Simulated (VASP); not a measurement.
Input of a VASP 6.6.1 run:

INCAR

```
PREC = Accurate
ENCUT = 520
EDIFF = 1E-6
ISMEAR = 0
SIGMA = 0.1
LREAL = False
LASPH = True
NELM = 100
ALGO = Normal
ISIF = 2
LWAVE = False
LCHARG = True
GGA = PE
LELF = True
LVHAR = True
NBANDS = 35
```

Contents of KPOINTS:

```
Automatic mesh
0
Gamma
  4 4 4
```

POSCAR

```
K3S3Br
1.0
    6.1314876000      0.0000000000      0.0000000000
    0.0000000000      6.1314876000      0.0000000000
    0.0000000000      0.0000000000      6.1314876000
K S Br
3 3 1
Direct
    0.0000000000      0.0000000000      0.5000000000
    0.5000000000      0.0000000000      0.0000000000
    0.0000000000      0.5000000000      0.0000000000
    0.0000000000      0.5000000000      0.5000000000
    0.5000000000      0.0000000000      0.5000000000
    0.5000000000      0.5000000000      0.0000000000
    0.5000000000      0.5000000000      0.5000000000
```

Potentials or basis: VASP PAW PBE potentials, release 64 (K_sv, S, Br).

Command:

```bash
$ cat potpaw_PBE.64/K_sv/POTCAR potpaw_PBE.64/S/POTCAR potpaw_PBE.64/Br/POTCAR > POTCAR
$ mpirun -np 1 vasp_std > vasp.out
```

(1) Estimate the pressure.

(2) Predict the band gap on the k mesh.

Results:

(1) -0.3 GPa.

(2) zero (bands 26 and 27 overlap by 1.74 eV).
